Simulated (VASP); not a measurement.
Wanted: the native input for a VASP 6.6.1 run.

| Item | Value |
| --- | --- |
| Task | electric field gradients |
| Functional | PBE |
| Potentials or basis | VASP PAW PBE potentials, release 64 (Mg, Mn_pv, V_sv, S) |
| Cutoff | 520 eV |
| k mesh | 5 × 5 × 5 |
| Occupations | fermi-dirac, width 0.02 eV |
| Spin | collinear spin, ferromagnetic start |
| Starting moments | [0.0, 0.0, 4.0, 4.0, 4.0, 2.0, 0.0, 0.0, 0.0, 0.0, 0.0, 0.0, 0.0, 0.0] μB |
| Dipole correction | no |
| Further INCAR settings | ALGO = Normal; EDIFF = 1e-08; NBANDS = 69 |

The structure of Mg2Mn3VS8 lies in POSCAR:

```
Mg2Mn3VS8
1.0
    3.6310406882      2.0963823188      5.9374671835
   -3.6310406882      2.0963823188      5.9374671835
    0.0000000000     -4.1927646375      5.9374671835
Mg Mn V S
2 3 1 8
Direct
    0.8749056300      0.8749056300      0.8749056300
    0.1250943700      0.1250943700      0.1250943700
    0.5000000000      0.5000000000      0.0000000000
    0.0000000000      0.5000000000      0.5000000000
    0.5000000000      0.0000000000      0.5000000000
    0.5000000000      0.5000000000      0.5000000000
    0.7378815300      0.7378815300      0.7378815300
    0.2632462700      0.2632462700      0.7134734100
    0.2632462700      0.7134734100      0.2632462700
    0.7134734100      0.2632462700      0.2632462700
    0.7367537300      0.2865265900      0.7367537300
    0.2865265900      0.7367537300      0.7367537300
    0.2621184700      0.2621184700      0.2621184700
    0.7367537300      0.7367537300      0.2865265900
```

The input as run:

INCAR

```
SYSTEM = Mg2Mn3VS8
PREC = Accurate ; ENCUT = 520
EDIFF = 1E-8 ; ISMEAR = -1
SIGMA = 0.02 ; LREAL = .False.
LASPH = .True. ; NELM = 150
ALGO = Normal ; ISIF = 2
LWAVE = .False. ; LCHARG = .False.
ISPIN = 2 ; MAGMOM = 0 0 4 4 4 2 0 0 0 0 0 0 0 0
LORBIT = 11 ; LMAXMIX = 4
GGA = PE ; LEFG = .True.
NBANDS = 69 ; KPAR = 4
```

KPOINTS

```
regular mesh
0
Gamma
  5 5 5
  0 0 0
```

Potentials or basis: VASP PAW PBE potentials, release 64 (Mg, Mn_pv, V_sv, S).

Command:

```bash
$ cat potpaw_PBE.64/Mg/POTCAR potpaw_PBE.64/Mn_pv/POTCAR potpaw_PBE.64/V_sv/POTCAR potpaw_PBE.64/S/POTCAR > POTCAR
$ mpirun -np 4 vasp_std > vasp.out
```

Results of the run:

The pressure is 0.1 GPa, the largest force is 0.063 eV/Å and the band gap on the k mesh is zero (filled and empty bands overlap). The net moment is 13.99 μB per cell. The site moments are Mg +0.02; Mn +3.74; V +1.90; S -0.03 μB, the largest electric field gradient by atom is Mg +1.0; Mn -8.2; V -8.5; S -13.4, -29.4 (each value once) V/Å² and the valence electrons inside the program's atomic spheres are Mg 0.35; Mn 11.40; V 11.37; S 3.74, 3.75 (each value once).

Caveat: without QUAD_EFG the Cq values of the log hold for a quadrupole moment of 1 mb, not for the nuclei; semilocal functionals often make such compounds metallic where correlation or magnetic order opens a gap, which also shifts bond lengths; the run started ferromagnetic, and an antiferromagnetic order may lie lower in energy.

It took 7.4 min on 4 MPI ranks on AMD EPYC 7R13 Processor (Zen 3) (shared host), peak memory 0.88 GiB a rank.
